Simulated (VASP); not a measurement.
# NbP (I4_1md) in VASP: single point with PBE+D3(BJ)

Aim: the single point of NbP with PBE+D3(BJ).

Program: VASP 6.6.1. These are calculated values, not measurements. Logs are shortened: lines on timing, memory, paths and dates and some standing lists are left out, and cuts for length are marked.

## Step 1: The cell of the first run

The structure is tetragonal, space group I4_1md (No. 109). Conventional cell: a = 3.316 Å, b = 3.316 Å, c = 11.252 Å, α = 90.00°, β = 90.00°, γ = 90.00°. Within 3.4 Å of Nb (site symmetry 2mm) lie 6 P at 2.51 to 2.52 Å and 8 Nb at 3.27 to 3.32 Å. Within 3.4 Å of P (site symmetry 2mm) lie 6 Nb at 2.51 to 2.52 Å and 8 P at 3.27 to 3.32 Å.

## Step 2: Single point, PBE+D3(BJ)

Input file INCAR:

```
PREC = Accurate ; ENCUT = 500
EDIFF = 1E-6 ; ISMEAR = 0
SIGMA = 0.1 ; LREAL = F
LASPH = T ; NELM = 120
ALGO = Normal ; ISIF = 2
LWAVE = F ; LCHARG = F
GGA = PE ; IVDW = 12
NBANDS = 26 ; GGA_COMPAT = F
```

Input file KPOINTS:

```
Automatic mesh
0
Gamma
  20 20 20
```

Input file POSCAR:

```
NbP
1.0
   -1.6579703970      1.6579703970      5.6258062865
    1.6579703970     -1.6579703970      5.6258062865
    1.6579703970      1.6579703970     -5.6258062865
Nb P
2 2
Direct
    0.7502538361      0.7502538361      0.0000000000
    0.5002538361      1.0002538361      0.5000000000
    0.3323751639      0.3323751639      0.0000000000
    0.0823751639      0.5823751639      0.5000000000
```

Potentials or basis: VASP PAW PBE potentials, release 64 (Nb_sv, P).

Run with:

```
> cat potpaw_PBE.64/Nb_sv/POTCAR potpaw_PBE.64/P/POTCAR > POTCAR
> mpirun -np 1 vasp_std > vasp.out
```

OUTCAR:

```text
PREC = Accurate
   ENCUT = 500
   EDIFF = 1E-6
   ISMEAR = 0
   LREAL = F
   LASPH = T
   NELM = 120
   ISIF = 2
   GGA = PE
   IVDW = 12
 IVDW          = 12

 ion  position               nearest neighbor table
   1  0.750  0.750  0.000-   4 2.51   4 2.51   3 2.52   3 2.52   3 2.52   3 2.52
   2  0.500  0.000  0.500-   3 2.51   3 2.51   4 2.52   4 2.52   4 2.52   4 2.52
   3  0.332  0.332  0.000-   2 2.51   2 2.51   1 2.52   1 2.52   1 2.52   1 2.52
   4  0.082  0.582  0.500-   1 2.51   1 2.51   2 2.52   2 2.52   2 2.52   2 2.52

  LATTYP: Found a body centered tetragonal cell.
 ALAT       =     3.3159407940
 C/A-ratio  =     3.3931886219

  Lattice vectors:

 A1 = (  -1.6579703970,   1.6579703970,   5.6258062865)
 A2 = (   1.6579703970,  -1.6579703970,   5.6258062865)
 A3 = (   1.6579703970,   1.6579703970,  -5.6258062865)

Analysis of symmetry for initial positions (statically):
=====================================================================
 Subroutine PRICEL returns:
 Original cell was already a primitive cell.

 Routine SETGRP: Setting up the symmetry group for a
 body centered tetragonal supercell.

 Subroutine GETGRP returns: Found  8 space group operations
 (whereof  4 operations were pure point group operations)
 out of a pool of 16 trial point group operations.

The static configuration has the point symmetry C_2v.
 The point group associated with its full space group is C_4v.

Analysis of symmetry for dynamics (positions and initial velocities):
=====================================================================
 Subroutine PRICEL returns:
 Original cell was already a primitive cell.

 Routine SETGRP: Setting up the symmetry group for a
 body centered tetragonal supercell.

 Subroutine GETGRP returns: Found  8 space group operations
 (whereof  4 operations were pure point group operations)
 out of a pool of 16 trial point group operations.

The dynamic configuration has the point symmetry C_2v.
 The point group associated with its full space group is C_4v.

 Subroutine INISYM returns: Found  8 space group operations
 (whereof  4 operations are pure point group operations),
 and found     1 'primitive' translations

----------------------------------------------------------------------------------------

                                     Primitive cell

  volume of cell :      61.8583

  direct lattice vectors                    reciprocal lattice vectors
    -1.657970397  1.657970397  5.625806286     0.000000000  0.301573539  0.088876149
     1.657970397 -1.657970397  5.625806286     0.301573539  0.000000000  0.088876149
     1.657970397  1.657970397 -5.625806286     0.301573539  0.301573539  0.000000000

  length of vectors
     6.094868993  6.094868993  6.094868993     0.314397152  0.314397152  0.426489389

  position of ions in fractional coordinates (direct lattice)
     0.750253836  0.750253836  0.000000000
     0.500253836  0.000253836  0.500000000
     0.332375164  0.332375164  0.000000000
     0.082375164  0.582375164  0.500000000

  ion indices of the primitive-cell ions
   primitive index   ion index
                 1           1
                 2           2
                 3           3
                 4           4

----------------------------------------------------------------------------------------

 KPOINTS: Automatic mesh

Automatic generation of k-mesh.
 Grid dimensions read from file:
 generate k-points for:   20   20   20

 Generating k-lattice:

  Cartesian coordinates                     Fractional coordinates (reciprocal lattice)
     0.000000000  0.015078677  0.004443807     0.050000000  0.000000000  0.000000000
     0.015078677  0.000000000  0.004443807     0.000000000  0.050000000  0.000000000
     0.015078677  0.015078677  0.000000000     0.000000000  0.000000000  0.050000000

  Length of vectors
     0.015719858  0.015719858  0.021324469

  Shift w.r.t. Gamma in fractional coordinates (k-lattice)
     0.000000000  0.000000000  0.000000000

 Subroutine IBZKPT returns following result:
 ===========================================

 Found    641 irreducible k-points:

 Following reciprocal coordinates:
            Coordinates               Weight
  0.000000  0.000000  0.000000      1.000000
  0.050000  0.000000 -0.000000      8.000000
  0.100000  0.000000  0.000000      8.000000
  0.150000  0.000000 -0.000000      8.000000
  0.200000  0.000000  0.000000      8.000000
  0.250000  0.000000 -0.000000      8.000000
[... 16 lines left out ...]
 -0.400000  0.050000  0.000000     16.000000
 -0.350000  0.050000  0.000000     16.000000
 [... further k-points ...]
   k-points           NKPTS =    641   k-points in BZ     NKDIM =    641   number of bands    NBANDS=     26
   number of dos      NEDOS =    301   number of ions     NIONS =      4
   total plane-waves  NPLWV = 110592
   dimension x,y,z NGX =    48 NGY =   48 NGZ =   48
   dimension x,y,z NGXF=    96 NGYF=   96 NGZF=   96
   ions per type =               2   2
   NGX,Y,Z   is equivalent  to a cutoff of  13.09, 13.09, 13.09 a.u.
   NGXF,Y,Z  is equivalent  to a cutoff of  26.19, 26.19, 26.19 a.u.
 SYSTEM =  unknown system
   PREC   = accura    normal or accurate (medium, high low for compatibility)
   ISTART =      0    job   : 0-new  1-cont  2-samecut
   ICHARG =      2    charge: 1-file 2-atom 10-const
   ISPIN  =      1    spin polarized calculation?
   LNONCOLLINEAR =      F non collinear calculations
   LSORBIT =      F    spin-orbit coupling
   LASPH  =      T    aspherical Exc in radial PAW
   ENCUT  =  500.0 eV  36.75 Ry    6.06 a.u.  11.11 11.11 11.11*2*pi/ulx,y,z
   NELM   =    120;   NELMIN=  2; NELMDL= -5     # of ELM steps
   EDIFF  = 0.1E-05   stopping-criterion for ELM
   LREAL  =      F    real-space projection
   EDIFFG = 0.1E-04   stopping-criterion for IOM
   NSW    =      0    number of steps for IOM
   IBRION =     -1    ionic relax: 0-MD 1-quasi-New 2-CG
   NFREE  =      0    steps in history (QN), initial steepest desc. (CG)
   ISIF   =      2    stress and relaxation
   ISYM   =      2    0-nonsym 1-usesym 2-fastsym
   POTIM  = 0.5000    time-step for ionic-motion
   TEBEG  =    0.0;   TEEND  =   0.0 temperature during run
   PSTRESS=    0.0 pullay stress
   NELECT =      36.0000    total number of electrons
   NUPDOWN=      -1.0000    fix difference up-down
   EMIN   =  10.00;   EMAX   =-10.00  energy-range for DOS
   EFERMI =   0.00;   METHOD = LEGACY
   ISMEAR =     0;   SIGMA  =   0.10  broadening in eV -4-tet -1-fermi 0-gaus
   EFERMI_NEDOS =   21; number of points for ismear=-14 and -15
   IALGO  =     38    algorithm
   IMIX   =      4    mixing-type and parameters
     AMIX     =   0.40;   BMIX     =  1.00
     AMIX_MAG =   1.60;   BMIX_MAG =  1.00
  volume/ion in A,a.u.               =      15.46       104.36
  Fermi-wavevector in a.u.,A,eV,Ry     =   1.366814  2.582905 25.418156  1.868182
  Thomas-Fermi vector in A             =   2.492922
   LORBIT       =      0    0 simple, 1 ext, 2 COOP (PROOUT), +10 PAW based schemes
   GGA     = PE    functional components
   LHFCALC =     F    Hartree Fock is set to
   AEXX    =    0.0000 exact exchange contribution
   IVDW    =    12    specifies the selected vdW correction
   LEPSILON=     F    determine dielectric tensor
   LRPA    =     F    only Hartree local field effects (RPA)
 non-spin polarized calculation
 Gauss-broadening in eV      SIGMA  =   0.10
  energy-cutoff  :      500.00
  volume of cell :       61.86
 maximum number of plane-waves:      1596
 NGX is ok and might be reduce to    48
   NGX = 23   NGY = 23   NGZ = 23

 number of electron      36.0000001 magnetization

 Free energy of the ion-electron system (eV)
  ---------------------------------------------------
  ext. energy  EPLUGINS =         0.00000000
  ---------------------------------------------------
  free energy    TOTEN  =       -35.28167535 eV

  energy without entropy =      -35.27980342  energy(sigma->0) =      -35.28073938

 E-fermi :  11.1077     XC(G=0): -12.1887

 val. band max:       11.1000511015   @ k =  -0.0500  -0.4500   0.0500
 cond. band min:      11.1082057494   @ k =  -0.3000   0.5000   0.3000
 fundamental gap:      0.0081546479
 Fermi energy:        11.1077265333

 k-point     1 :       0.0000    0.0000    0.0000
  band No.  band energies     occupation
      1     -43.7279      2.00000
      2     -43.6810      2.00000
      3     -20.0477      2.00000
      4     -19.8052      2.00000
      5     -19.8052      2.00000
      6     -19.6511      2.00000
[... 18 lines left out ...]
     25      15.3402      0.00000
     26      15.3402      0.00000

 k-point     2 :       0.0500    0.0000   -0.0000
  band No.  band energies     occupation
      1     -43.7272      2.00000
      2     -43.6808      2.00000
      3     -20.0450      2.00000
      4     -19.8130      2.00000
      5     -19.8046      2.00000
      6     -19.6589      2.00000
[... 18 lines left out ...]
     25      15.3245      0.00000
     26      15.4751      0.00000

 k-point     3 :       0.1000    0.0000    0.0000
  band No.  band energies     occupation
      1     -43.7251      2.00000
      2     -43.6800      2.00000
      3     -20.0372      2.00000
      4     -19.8353      2.00000
      5     -19.8029      2.00000
      6     -19.6807      2.00000
[... 18 lines left out ...]
     25      15.4281      0.00000
     26      15.8300      0.00000

 k-point     4 :       0.1500    0.0000   -0.0000
  band No.  band energies     occupation
      1     -43.7218      2.00000
      2     -43.6789      2.00000
      3     -20.0258      2.00000
      4     -19.8688      2.00000
      5     -19.8002      2.00000
      6     -19.7130      2.00000
[... 18 lines left out ...]
     25      15.6823      0.00000
     26      16.3074      0.00000
[... 496 lines left out ...]
      1     -43.6964      2.00000
      2     -43.6726      2.00000
      3     -20.1305      2.00000
      4     -19.9601      2.00000
      5     -19.8480      2.00000
      6     -19.7879      2.00000
[... 18 lines left out ...]
     25      15.9569      0.00000
     26      17.6304      0.00000

 k-point    23 :      -0.4000    0.0500    0.0000
  band No.  band energies     occupation
      1     -43.6992      2.00000
      2     -43.6726      2.00000
      3     -20.1096      2.00000
      4     -19.9494      2.00000
      5     -19.8550      2.00000
      6     -19.7896      2.00000
[... 18 lines left out ...]
     25      15.8320      0.00000
     26      17.7636      0.00000

 k-point    24 :      -0.3500    0.0500    0.0000
  band No.  band energies     occupation
      1     -43.7031      2.00000
      2     -43.6731      2.00000
      3     -20.0780      2.00000
      4     -19.9414      2.00000
      5     -19.8518      2.00000
      6     -19.7924      2.00000
[... 18 lines left out ...]
     25      15.9844      0.00000
     26      17.7428      0.00000

 [... further k-points ...]

------------------------ aborting loop because EDIFF is reached ----------------------------------------

 Edisp (eV)   -2.57770

 E8    (eV) :    -1.1363

  FORCE on cell =-STRESS in cart. coord.  units (eV):
  Direction    XX          YY          ZZ          XY          YZ          ZX
  --------------------------------------------------------------------------------------
  -------------------------------------------------------------------------------------
  Total      -0.18508    -0.18508    -0.17498     0.00000     0.00000     0.00000
  in kB      -4.79373    -4.79373    -4.53200     0.00000     0.00000     0.00000
  external pressure =       -4.71 kB  Pullay stress =        0.00 kB

 VOLUME and BASIS-vectors are now :
 -----------------------------------------------------------------------------
  energy-cutoff  :      500.00
  volume of cell :       61.86
      direct lattice vectors                 reciprocal lattice vectors
    -1.657970397  1.657970397  5.625806286     0.000000000  0.301573539  0.088876149
     1.657970397 -1.657970397  5.625806286     0.301573539  0.000000000  0.088876149
     1.657970397  1.657970397 -5.625806286     0.301573539  0.301573539  0.000000000

 POSITION                                       TOTAL-FORCE (eV/Angst)
 -----------------------------------------------------------------------------------
      0.00000      0.00000      8.44157         0.000000      0.000000     -0.003389
      0.00000      1.65797      0.00286        -0.000000     -0.000000     -0.003389
      0.00000      0.00000      3.73976        -0.000000      0.000000      0.003389
      1.65797      0.00000      0.92685         0.000000     -0.000000      0.003389
 -----------------------------------------------------------------------------------
    total drift:                                0.000000      0.000000     -0.000026

  FREE ENERGIE OF THE ION-ELECTRON SYSTEM (eV)
  ---------------------------------------------------
  free  energy   TOTEN  =       -37.8593780704 eV

  energy  without entropy=      -37.8575061357  energy(sigma->0) =      -37.85844210
```

It took 81 min on 1 thread of Intel Xeon 8259CL, shared host; peak memory 0.96 GiB.

Results:

- Free energy: -37.8594 eV
- Pressure: -0.5 GPa
- Largest force: 0.003 eV/Å
- Band gap on the k mesh: zero (bands 18 and 19 overlap by 0.12 eV)
- Dispersion energy per atom: -0.644 eV

Forces on the atoms (eV/Å):
```
Nb   0.000  0.000 -0.003
Nb   0.000  0.000 -0.003
P    0.000  0.000  0.003
P    0.000  0.000  0.003
```
